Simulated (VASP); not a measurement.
WS2:

```
W S
1.0
     3.14608    0.00000    0.00000
    -1.57304    2.72459    0.00000
     0.00000    0.00000   13.21279
W S
2 4
Direct
  0.33333 0.66667 0.25000
  0.66667 0.33333 0.75000
  0.33333 0.66667 0.62901
  0.66667 0.33333 0.12901
  0.33333 0.66667 0.87099
  0.66667 0.33333 0.37099
```

This cell differs from its parent crystal: strain along c alone, the other axes held: +4.0 %.

```yaml
Program: VASP 6.6.1
Task: relaxation of the atoms
Functional: PBEsol
Potentials_or_basis: VASP PAW PBE potentials, release 64 (W_sv, S)
Cutoff: 520 eV
k_mesh: 12 × 12 × 2
Occupations: gaussian, width 0.02 eV
Spin: no spin polarisation
```

At the start: pressure -3.1 GPa; volume 18.88 Å³/atom.

Q: How do energy, volume and symmetry change on relaxing?

A: Over 3 steps the energy falls by 5.7 meV/atom; space group P6_3/mmc (No. 194, to 0.1 Å) before and after.

Step by step:
```tsv
step	energy change (eV)	largest force (eV/Å)	pressure (GPa)
1	0.0000	0.5725	-3.15
2	-0.0340	0.0358	-0.37
3	-0.0341	0.0001	-0.19
```

Final structure:
```xyz
6
Lattice="3.1461 0.0000 0.0000 -1.5730 2.7246 0.0000 0.0000 0.0000 13.2128" Properties=species:S:1:pos:R:3 pbc="T T T"
W     0.0000    1.8164    3.3032
W     1.5730    0.9082    9.9096
S     0.0000    1.8164    8.3404
S     1.5730    0.9082    1.7340
S     0.0000    1.8164   11.4788
S     1.5730    0.9082    4.8724
```

Caveat: the cell differs from its parent crystal (strain along c alone, the other axes held: +4.0 %); the PAW data sets were made with another functional, which shifts forces and pressure a little; this functional lacks dispersion, which binds the layers, so the pressure and a relaxed spacing across them are unreliable.
